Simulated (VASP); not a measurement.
The system is Co.

```
CELL_PARAMETERS angstrom
2.49443 0.00000 0.00000
-1.24722 2.16024 0.00000
0.00000 0.00000 4.02369
ATOMIC_POSITIONS crystal
Co 0.66667 0.33333 0.25000
Co 0.33333 0.66667 0.75000
```

Base run:

| Item | Value |
| --- | --- |
| Program | VASP 6.6.1 |
| Functional | LDA |
| Potentials or basis | VASP PAW LDA potentials, release 64 (Co) |
| Cutoff | 520 eV |
| k mesh | 24 × 24 × 12 |
| Occupations | gaussian, width 0.15 eV |
| Spin | collinear spin, ferromagnetic start |
| Starting moments | [0.55, 0.55] μB |
| Fixed moment | 1.1 μB |

Its results: pressure -27.2 GPa; site moments Co +0.55 μB.

Task: The run is repeated on the same cell with these changes: fixed moment from 1.1 μB to 2.75 μB; moments at the start from [0.55, 0.55] to [1.38, 1.38]. What comes out?

Result: Pressure -20.8 GPa; site moments Co +1.38 μB.

Caveats: the cell stands under tension; the total moment is fixed, so each spin has its own Fermi level.
